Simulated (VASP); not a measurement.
A run of VASP 6.6.1 is set up as follows.

INCAR

```
SYSTEM = TlBr
PREC = Accurate
ENCUT = 500
EDIFF = 1E-8
ISMEAR = 0
SIGMA = 0.01
LREAL = .FALSE.
LASPH = .TRUE.
NELM = 120
ALGO = Normal
ISIF = 2
LWAVE = .FALSE.
LCHARG = .FALSE.
GGA = PS
NBANDS = 17
IBRION = 8
NSW = 1
LEPSILON = .TRUE.
GGA_COMPAT = .FALSE.
```

File KPOINTS:

```
Automatic mesh
0
Gamma
  6 6 6
  0.5 0.5 0.5
```

File POSCAR:

```
TlBr
1.0
    3.9145313394      0.0000000000      0.0000000000
    0.0000000000      3.9145313394      0.0000000000
    0.0000000000      0.0000000000      3.9145313394
Tl Br
1 1
Direct
    0.0000000000      0.0000000000      0.0000000000
    0.5000000000      0.5000000000      0.5000000000
```

Potentials or basis: VASP PAW PBE potentials, release 64 (Tl_d, Br).

Launch:

```console
$ cat potpaw_PBE.64/Tl_d/POTCAR potpaw_PBE.64/Br/POTCAR > POTCAR
$ mpirun -np 1 vasp_std > vasp.out
```

Problem. What does it give for the electronic dielectric tensor (diagonal)?

Solution. 6.60.

Problem. What does it give for the Born charges (mean of the diagonal)?

Solution. Tl +2.17; Br -2.17 e.

Problem. What does it give for the highest phonon frequency at Γ, LO-TO splitting left out?

Solution. 39 cm⁻¹.

Phonon frequencies in cm⁻¹ (negative: imaginary):
```tsv
q point	frequencies
(0.000, 0.000, 0.000)	0 0 0 39 39 39
```
